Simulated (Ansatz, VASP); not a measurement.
## One calculation of AgCl, two programs

File INCAR:

```
SYSTEM = AgCl
  PREC = Accurate
  ENCUT = 500
  EDIFF = 1E-6
  ISMEAR = 0
  SIGMA = 0.01
  LREAL = .False.
  LASPH = .True.
  NELM = 120
  ALGO = Normal
  ISIF = 2
  LWAVE = .False.
  LCHARG = .False.
  GGA = PS
  NBANDS = 16
  GGA_COMPAT = .False.
```

The input KPOINTS:

```
regular mesh
0
Gamma
  3 3 3
  0 0 0
```

POSCAR

```
AgCl
1.0
    0.0000000000      2.7731725637      2.7731725637
    2.7731725637      0.0000000000      2.7731725637
    2.7731725637      2.7731725637      0.0000000000
Ag Cl
1 1
Direct
    0.0000000000      0.0000000000      0.0000000000
    0.5000000000      0.5000000000      0.5000000000
```

Input for Ansatz:

```yaml
crystal:
  lattice:
    - [0.0, 2.7731725637, 2.7731725637]
    - [2.7731725637, 0.0, 2.7731725637]
    - [2.7731725637, 2.7731725637, 0.0]
  atoms:
    - { symbol: Ag, position: [0.0, 0.0, 0.0] }
    - { symbol: Cl, position: [0.5, 0.5, 0.5] }
kpoints:
  mp_grid: { grid: [3, 3, 3] }
hamiltonian:
  xc: pbesol
scf:
  occupations: { method: fixed }
  n_extra_bands: 4
output:
  forces: true
  stress: true
  eigenvalues: true
```

Alike in both runs: task single point; functional PBEsol; k mesh 3 × 3 × 3; no spin polarisation.

|  | VASP | Ansatz |
| --- | --- | --- |
| version | VASP 6.6.1 | Ansatz 0.2.0 |
| potentials or method | VASP PAW PBE potentials, release 64 (Ag, Cl) | plane waves |
| plane-wave cutoff (eV) | 500 | 420 |
| occupations | gaussian, width 0.01 eV | fixed |
| valence electrons in the cell | 18 | 26 |

```tsv
	VASP	Ansatz	Ansatz less VASP
gap on the k mesh at the Fermi level (eV)	1.11	1.11	+0.003
pressure (GPa)	-2.2	-2.1	+0.10
```

VASP's potentials were made for PBE, not for PBEsol. VASP's potentials hold 18 valence electrons a cell and Ansatz's 26, so a difference there can come from the potentials and not from the codes.

The k mesh is coarse, so the values compare programs but aren't converged.
